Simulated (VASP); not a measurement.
Input of a VASP 6.6.1 run:

Contents of POSCAR:

```
Hf2N
1.0
    5.3131240200      0.0000000000      0.0000000000
    0.0000000000      5.3131240200      0.0000000000
    0.0000000000      0.0000000000      3.2420983900
Hf N
4 2
Direct
    0.2955363700      0.2955363700      0.0000000000
    0.7044636300      0.7044636300      0.0000000000
    0.7955363700      0.2044636300      0.5000000000
    0.2044636300      0.7955363700      0.5000000000
    0.0000000000      0.0000000000      0.0000000000
    0.5000000000      0.5000000000      0.5000000000
```

INCAR.step1

```
SYSTEM = Hf2N
PREC = Accurate ; ENCUT = 520
ISMEAR = 0 ; SIGMA = 0.1
LREAL = .False. ; LASPH = .True.
NELM = 80 ; NBANDS = 34
GGA = PE ; ALGO = Normal
EDIFF = 1E-4 ; LWAVE = .True.
LCHARG = .False.
```

File INCAR.step2:

```
SYSTEM = Hf2N
PREC = Accurate ; ENCUT = 520
EDIFF = 1E-7 ; ISMEAR = 0
SIGMA = 0.1 ; LREAL = .False.
LASPH = .True. ; NELM = 80
ALGO = Normal ; ISIF = 2
LWAVE = .False. ; LCHARG = .False.
METAGGA = R2SCAN ; LMIXTAU = .True.
NBANDS = 34 ; ISTART = 1
```

The input KPOINTS:

```
regular mesh
0
Gamma
  4 4 4
  0 0 0
```

Potentials or basis: VASP PAW PBE potentials, release 64 (Hf_pv, N).

The run is started by

```bash
$ cat potpaw_PBE.64/Hf_pv/POTCAR potpaw_PBE.64/N/POTCAR > POTCAR
$ cp INCAR.step1 INCAR
$ mpirun -np 1 vasp_std > vasp.out
$ cp INCAR.step2 INCAR
$ mpirun -np 1 vasp_std > vasp.out
```

(1) Estimate the pressure.

(2) Predict the largest force.

(3) Predict the band gap on the k mesh.

Results:

(1) 0.1 GPa.

(2) 0.192 eV/Å.

(3) zero (bands 25 and 26 overlap by 2.78 eV).

Caveat: the k points lie up to 0.48 Å⁻¹ apart, too coarse for converged energies and pressures of a metal; the PAW data sets were made with another functional, which shifts forces and pressure a little; spin-orbit coupling is left out, which moves the levels of the heavy elements.
